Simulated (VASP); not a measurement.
# LaFeGe (P-6m2) in VASP: a series of runs

The runs below take LaFeGe through single point, with PBE.

All numbers are computed with VASP 6.6.1; they aren't measurements. Logs are shortened: lines on timing, memory, paths and dates and some standing lists are left out, and cuts for length are marked.

### Step 1. The cell of the first run

Symmetry: P-6m2, No. 187, hexagonal system. Conventional cell: a = 4.232 Å, b = 4.232 Å, c = 4.286 Å, α = 90.00°, β = 90.00°, γ = 120.00°. La (site symmetry -6m2) has 6 Ge at 3.25 Å and 6 Fe at 3.25 Å and 8 La at 4.23 to 4.29 Å within 4.3 Å. Ge (site symmetry -6m2) has 3 Fe at 2.44 Å within 3.2 Å. Fe (site symmetry -6m2) has 3 Ge at 2.44 Å within 3.2 Å.

### Step 2. Single point, PBE, collinear spin, ferromagnetic start

INCAR reads:

```
  PREC = Accurate
  ENCUT = 520
  EDIFF = 1E-7
  ISMEAR = -1
  SIGMA = 0.05
  LREAL = F
  LASPH = T
  NELM = 150
  ALGO = Normal
  ISIF = 2
  LWAVE = F
  LCHARG = F
  ISPIN = 2
  MAGMOM = 0 0 3
  LORBIT = 11
  NUPDOWN = 3.0
  LMAXMIX = 6
  GGA = PE
  NBANDS = 28
```

KPOINTS reads:

```
regular mesh
0
Gamma
  6 6 5
```

POSCAR reads:

```
LaFeGe
1.0
    4.2318077991      0.0000000000      0.0000000000
   -2.1159038996      3.6648530580      0.0000000000
    0.0000000000      0.0000000000      4.2857840000
La Ge Fe
1 1 1
Direct
    0.0000000000      0.0000000000      0.0000000000
    0.6666666667      0.3333333333      0.5000000000
    0.3333333333      0.6666666667      0.5000000000
```

Potentials or basis: VASP PAW PBE potentials, release 64 (La, Ge_d, Fe).

On the command line:

```sh
$ cat potpaw_PBE.64/La/POTCAR potpaw_PBE.64/Ge_d/POTCAR potpaw_PBE.64/Fe/POTCAR > POTCAR
$ mpirun -np 1 vasp_std > vasp.out
```

OUTCAR:

```text
PREC = Accurate
   ENCUT = 520
   EDIFF = 1E-7
   ISMEAR = -1
   LREAL = F
   LASPH = T
   NELM = 150
   ISIF = 2
   ISPIN = 2
   LORBIT = 11
   NUPDOWN = 3.0
   GGA = PE

 ion  position               nearest neighbor table
   1  0.000  0.000  0.000-   2 3.25   3 3.25   2 3.25   3 3.25   2 3.25   2 3.25   3 3.25   3 3.25
                             2 3.25   2 3.25   3 3.25   3 3.25
   2  0.667  0.333  0.500-   3 2.44   3 2.44   3 2.44   1 3.25   1 3.25   1 3.25   1 3.25   1 3.25
                             1 3.25
   3  0.333  0.667  0.500-   2 2.44   2 2.44   2 2.44   1 3.25   1 3.25   1 3.25   1 3.25   1 3.25
                             1 3.25

  LATTYP: Found a hexagonal cell.
 ALAT       =     4.2318077991
 C/A-ratio  =     1.0127548801

  Lattice vectors:

 A1 = (   4.2318077991,   0.0000000000,   0.0000000000)
 A2 = (  -2.1159038996,   3.6648530580,   0.0000000000)
 A3 = (   0.0000000000,   0.0000000000,   4.2857840000)

Analysis of symmetry for initial positions (statically):
=====================================================================
 Subroutine PRICEL returns:
 Original cell was already a primitive cell.

 Routine SETGRP: Setting up the symmetry group for a
 hexagonal supercell.

 Subroutine GETGRP returns: Found 12 space group operations
 (whereof 12 operations were pure point group operations)
 out of a pool of 24 trial point group operations.

The static configuration has the point symmetry D_3h.

Analysis of symmetry for dynamics (positions and initial velocities):
=====================================================================
 Subroutine PRICEL returns:
 Original cell was already a primitive cell.

 Routine SETGRP: Setting up the symmetry group for a
 hexagonal supercell.

 Subroutine GETGRP returns: Found 12 space group operations
 (whereof 12 operations were pure point group operations)
 out of a pool of 24 trial point group operations.

The dynamic configuration has the point symmetry D_3h.

Analysis of structural, dynamic, and magnetic symmetry:
=====================================================================
 Subroutine PRICEL returns:
 Original cell was already a primitive cell.

 Routine SETGRP: Setting up the symmetry group for a
 hexagonal supercell.

 Subroutine GETGRP returns: Found 12 space group operations
 (whereof 12 operations were pure point group operations)
 out of a pool of 24 trial point group operations.

The overall configuration has the point symmetry D_3h.

 Subroutine INISYM returns: Found 12 space group operations
 (whereof 12 operations are pure point group operations),
 and found     1 'primitive' translations

----------------------------------------------------------------------------------------

                                     Primitive cell

  volume of cell :      66.4680

  direct lattice vectors                    reciprocal lattice vectors
     4.231807799  0.000000000  0.000000000     0.236305628  0.136431118  0.000000000
    -2.115903900  3.664853058  0.000000000     0.000000000  0.272862236  0.000000000
     0.000000000  0.000000000  4.285784000     0.000000000  0.000000000  0.233329538

  length of vectors
     4.231807799  4.231807799  4.285784000     0.272862236  0.272862236  0.233329538

  position of ions in fractional coordinates (direct lattice)
     0.000000000  0.000000000  0.000000000
     0.666666667  0.333333333  0.500000000
     0.333333333  0.666666667  0.500000000

  ion indices of the primitive-cell ions
   primitive index   ion index
                 1           1
                 2           2
                 3           3

----------------------------------------------------------------------------------------

 KPOINTS: regular mesh

Automatic generation of k-mesh.
 Grid dimensions read from file:
 generate k-points for:    6    6    5

 Generating k-lattice:

  Cartesian coordinates                     Fractional coordinates (reciprocal lattice)
     0.039384271  0.022738520  0.000000000     0.166666667  0.000000000  0.000000000
     0.000000000  0.045477039  0.000000000     0.000000000  0.166666667  0.000000000
     0.000000000  0.000000000  0.046665908     0.000000000  0.000000000  0.200000000

  Length of vectors
     0.045477039  0.045477039  0.046665908

  Shift w.r.t. Gamma in fractional coordinates (k-lattice)
     0.000000000  0.000000000  0.000000000

 Subroutine IBZKPT returns following result:
 ===========================================

 Found     21 irreducible k-points:

 Following reciprocal coordinates:
            Coordinates               Weight
  0.000000  0.000000  0.000000      1.000000
  0.166667 -0.000000  0.000000      6.000000
  0.333333 -0.000000  0.000000      6.000000
  0.500000 -0.000000  0.000000      3.000000
  0.166667  0.166667  0.000000      6.000000
  0.333333  0.166667  0.000000     12.000000
[... 13 lines left out ...]
  0.333333  0.166667  0.400000     24.000000
  0.333333  0.333333  0.400000      4.000000
   k-points           NKPTS =     21   k-points in BZ     NKDIM =     21   number of bands    NBANDS=     28
   number of dos      NEDOS =    301   number of ions     NIONS =      3
   total plane-waves  NPLWV =  32768
   dimension x,y,z NGX =    32 NGY =   32 NGZ =   32
   dimension x,y,z NGXF=    64 NGYF=   64 NGZF=   64
   ions per type =               1   1   1
   NGX,Y,Z   is equivalent  to a cutoff of  12.57, 12.57, 12.41 a.u.
   NGXF,Y,Z  is equivalent  to a cutoff of  25.14, 25.14, 24.83 a.u.
 SYSTEM =  unknown system
   PREC   = accura    normal or accurate (medium, high low for compatibility)
   ISTART =      0    job   : 0-new  1-cont  2-samecut
   ICHARG =      2    charge: 1-file 2-atom 10-const
   ISPIN  =      2    spin polarized calculation?
   LNONCOLLINEAR =      F non collinear calculations
   LSORBIT =      F    spin-orbit coupling
   LASPH  =      T    aspherical Exc in radial PAW
   ENCUT  =  520.0 eV  38.22 Ry    6.18 a.u.   7.87  7.87  7.97*2*pi/ulx,y,z
   NELM   =    150;   NELMIN=  2; NELMDL= -5     # of ELM steps
   EDIFF  = 0.1E-06   stopping-criterion for ELM
   LREAL  =      F    real-space projection
   EDIFFG = 0.1E-05   stopping-criterion for IOM
   NSW    =      0    number of steps for IOM
   IBRION =     -1    ionic relax: 0-MD 1-quasi-New 2-CG
   NFREE  =      0    steps in history (QN), initial steepest desc. (CG)
   ISIF   =      2    stress and relaxation
   ISYM   =      2    0-nonsym 1-usesym 2-fastsym
   POTIM  = 0.5000    time-step for ionic-motion
   TEBEG  =    0.0;   TEEND  =   0.0 temperature during run
   PSTRESS=    0.0 pullay stress
   NELECT =      33.0000    total number of electrons
   NUPDOWN=       3.0000    fix difference up-down
   EMIN   =  10.00;   EMAX   =-10.00  energy-range for DOS
   EFERMI =   0.00;   METHOD = LEGACY
   ISMEAR =    -1;   SIGMA  =   0.05  broadening in eV -4-tet -1-fermi 0-gaus
   EFERMI_NEDOS =   21; number of points for ismear=-14 and -15
   IALGO  =     38    algorithm
   IMIX   =      4    mixing-type and parameters
     AMIX     =   0.40;   BMIX     =  1.00
     AMIX_MAG =   1.60;   BMIX_MAG =  1.00
  volume/ion in A,a.u.               =      22.16       149.52
  Fermi-wavevector in a.u.,A,eV,Ry     =   1.296309  2.449669 22.863463  1.680417
  Thomas-Fermi vector in A             =   2.427774
   LORBIT       =     11    0 simple, 1 ext, 2 COOP (PROOUT), +10 PAW based schemes
   GGA     = PE    functional components
   LHFCALC =     F    Hartree Fock is set to
   AEXX    =    0.0000 exact exchange contribution
   IVDW    =     0    specifies the selected vdW correction
   LEPSILON=     F    determine dielectric tensor
   LRPA    =     F    only Hartree local field effects (RPA)
 spin polarized calculation
  energy-cutoff  :      520.00
  volume of cell :       66.47
 maximum number of plane-waves:      1806
 NGX is ok and might be reduce to    32
   NGX = 15   NGY = 15   NGZ = 15

 number of electron      32.9999990 magnetization       3.0000003

 Free energy of the ion-electron system (eV)
  ---------------------------------------------------
  ext. energy  EPLUGINS =         0.00000000
  ---------------------------------------------------
  free energy    TOTEN  =       -18.66831080 eV

  energy without entropy =      -18.62647740  energy(sigma->0) =      -18.64739410

 E-fermi :   6.8168     XC(G=0): -10.6792

 val. band max:        7.2287585930   @ k =   0.1667  -0.0000   0.4000
 cond. band min:       6.8292917852   @ k =   0.3333   0.1667   0.2000
 fundamental gap:     -0.3994668079
 Fermi energy:         7.2840773325

 spin component 1

 k-point     1 :       0.0000    0.0000    0.0000
  band No.  band energies     occupation
      1     -25.3296      1.00000
      2     -16.6366      1.00000
      3     -16.6131      1.00000
      4     -16.6131      1.00000
      5     -16.5862      1.00000
      6     -16.5862      1.00000
[... 20 lines left out ...]
     27      10.3936      0.00000
[... 597 lines left out ...]
      5     -16.5885      1.00000
      6     -16.5859      1.00000
[... 20 lines left out ...]
     27      11.4459      0.00000
     28      11.5505      0.00000
 Fermi energy:         6.8168192231

 spin component 2

 k-point     1 :       0.0000    0.0000    0.0000
  band No.  band energies     occupation
      1     -25.2987      1.00000
      2     -16.6096      1.00000
      3     -16.5957      1.00000
      4     -16.5957      1.00000
      5     -16.5822      1.00000
      6     -16.5822      1.00000
[... 20 lines left out ...]
     27      10.7600      0.00000
[... 598 lines left out ...]
      6     -16.5819      1.00000
[... 20 lines left out ...]
     27      11.5454      0.00000
     28      11.7853      0.00000

------------------------ aborting loop because EDIFF is reached ----------------------------------------

  FORCE on cell =-STRESS in cart. coord.  units (eV):
  Direction    XX          YY          ZZ          XY          YZ          ZX
  --------------------------------------------------------------------------------------
  -------------------------------------------------------------------------------------
  Total        0.8352702      0.8352702     -0.1653699     -0.0000000     -0.0000000      0.0000000
  in kB       20.1337548     20.1337548     -3.9861550     -0.0000000     -0.0000000      0.0000000
  external PRESSURE =      12.0937849 kB  Pullay stress =       0.0000000 kB

 VOLUME and BASIS-vectors are now :
 -----------------------------------------------------------------------------
  energy-cutoff  :      520.00
  volume of cell :       66.47
      direct lattice vectors                 reciprocal lattice vectors
     4.231807799  0.000000000  0.000000000     0.236305628  0.136431118  0.000000000
    -2.115903900  3.664853058  0.000000000     0.000000000  0.272862236  0.000000000
     0.000000000  0.000000000  4.285784000     0.000000000  0.000000000  0.233329538

 POSITION                                       TOTAL-FORCE (eV/Angst)
 -----------------------------------------------------------------------------------
      0.00000      0.00000      0.00000         0.000000      0.000000      0.000000
      2.11590      1.22162      2.14289         0.000000      0.000000      0.000000
     -0.00000      2.44324      2.14289        -0.000000      0.000000      0.000000
 -----------------------------------------------------------------------------------
    total drift:                               -0.000002      0.000001      0.000000

  FREE ENERGIE OF THE ION-ELECTRON SYSTEM (eV)
  ---------------------------------------------------
  free  energy   TOTEN  =       -18.6683108039 eV

  energy  without entropy=      -18.6264773997  energy(sigma->0) =      -18.64739410

 total charge

# of ion       s       p       d       f       tot
--------------------------------------------------
    1        2.024   5.641   0.723   0.133   8.521
    2        1.127   1.329  10.011   0.000  12.467
    3        0.455   0.380   6.205   0.000   7.041
--------------------------------------------------
tot          3.607   7.350  16.939   0.133  28.029

 magnetization (x)

# of ion       s       p       d       f       tot
--------------------------------------------------
    1       -0.002   0.013   0.031   0.018   0.060
    2        0.000   0.054   0.011   0.000   0.066
    3        0.036   0.084   2.483   0.000   2.604
--------------------------------------------------
tot          0.035   0.151   2.525   0.018   2.729
```

Run time: 74 s. Hardware: 1 thread of Intel Xeon Platinum 8488C (Sapphire Rapids), shared host; peak memory 0.25 GiB.

Results:

```yaml
Free_energy: -18.6683 eV
Pressure: 1.2 GPa
Net_moment: 3.00 μB per cell
Site_moments: La +0.06; Ge +0.07; Fe +2.60 μB
Valence_electrons_inside_the_program's_atomic_spheres: La 8.52; Ge 12.47; Fe 7.04
```

Stress tensor (GPa, compression positive):
```
 2.01  0.00  0.00
 0.00  2.01  0.00
 0.00  0.00 -0.40
```

Caveat: spin-orbit coupling is left out, which moves the levels of the heavy elements; the total moment is fixed, so each spin has its own Fermi level.

### Step 3. Single point, PBE, collinear spin, ferromagnetic start

INCAR reads:

```
ALGO = Normal
EDIFF = 1E-7
ENCUT = 520
GGA = PE
ISIF = 2
ISMEAR = -1
ISPIN = 2
LASPH = True
LCHARG = False
LMAXMIX = 6
LORBIT = 11
LREAL = False
LWAVE = False
MAGMOM = 0 0 3.8
NBANDS = 28
NELM = 150
NUPDOWN = 3.8
PREC = Accurate
SIGMA = 0.05
```

KPOINTS reads:

```
k-points
0
Gamma
  6 6 5
```

POSCAR is that of step 2.

Potentials or basis: VASP PAW PBE potentials, release 64 (La, Ge_d, Fe).

On the command line:

```sh
$ cat potpaw_PBE.64/La/POTCAR potpaw_PBE.64/Ge_d/POTCAR potpaw_PBE.64/Fe/POTCAR > POTCAR
$ mpirun -np 1 vasp_std > vasp.out
```

Wall time 1.8 min (1 thread of Intel Xeon Platinum 8488C (Sapphire Rapids), shared host); peak memory 0.25 GiB.

It converged, with:

```yaml
Free_energy: -18.4328 eV
Pressure: 2.5 GPa
Net_moment: 3.80 μB per cell
Site_moments: La +0.21; Ge +0.09; Fe +2.88 μB
Valence_electrons_inside_the_program's_atomic_spheres: La 8.53; Ge 12.47; Fe 7.00
```

Stress tensor (GPa, compression positive):
```
3.19 0.00 0.00
0.00 3.19 0.00
0.00 0.00 1.17
```

Caveat: spin-orbit coupling is left out, which moves the levels of the heavy elements; the total moment is fixed, so each spin has its own Fermi level.

### Step 4. Single point, PBE, collinear spin, ferromagnetic start

INCAR reads:

```
SYSTEM = LaFeGe
  PREC = Accurate
  ENCUT = 520
  EDIFF = 1E-6
  ISMEAR = -1
  SIGMA = 0.05
  LREAL = .FALSE.
  LASPH = .TRUE.
  NELM = 150
  ALGO = Normal
  ISIF = 2
  LWAVE = .FALSE.
  LCHARG = .TRUE.
  ISPIN = 2
  MAGMOM = 0 0 4.5
  LORBIT = 11
  NUPDOWN = 4.5
  LMAXMIX = 6
  GGA = PE
  LELF = .TRUE.
  LVHAR = .TRUE.
  NBANDS = 28
```

KPOINTS reads:

```
regular mesh
0
G
  6 6 5
  0 0 0
```

POSCAR is that of step 3.

On the command line:

```sh
$ cat potpaw_PBE.64/La/POTCAR potpaw_PBE.64/Ge_d/POTCAR potpaw_PBE.64/Fe/POTCAR > POTCAR
$ mpirun -np 1 vasp_std > vasp.out
```

Wall time 3.3 min (1 thread of Intel Xeon Platinum 8488C (Sapphire Rapids), shared host); peak memory 0.25 GiB.

The run converged. Its results:

```yaml
Free_energy: -18.0855 eV
Pressure: 3.6 GPa
Net_moment: 4.50 μB per cell
Site_moments: La +0.36; Ge +0.12; Fe +3.12 μB
Valence_electrons_inside_the_program's_atomic_spheres: La 8.55; Ge 12.46; Fe 6.97
```

Stress tensor (GPa, compression positive):
```
3.87 0.00 0.00
0.00 3.87 0.00
0.00 0.00 3.19
```

Caveat: spin-orbit coupling is left out, which moves the levels of the heavy elements; the total moment is fixed, so each spin has its own Fermi level.

(Part 1 of 2 ends here.)
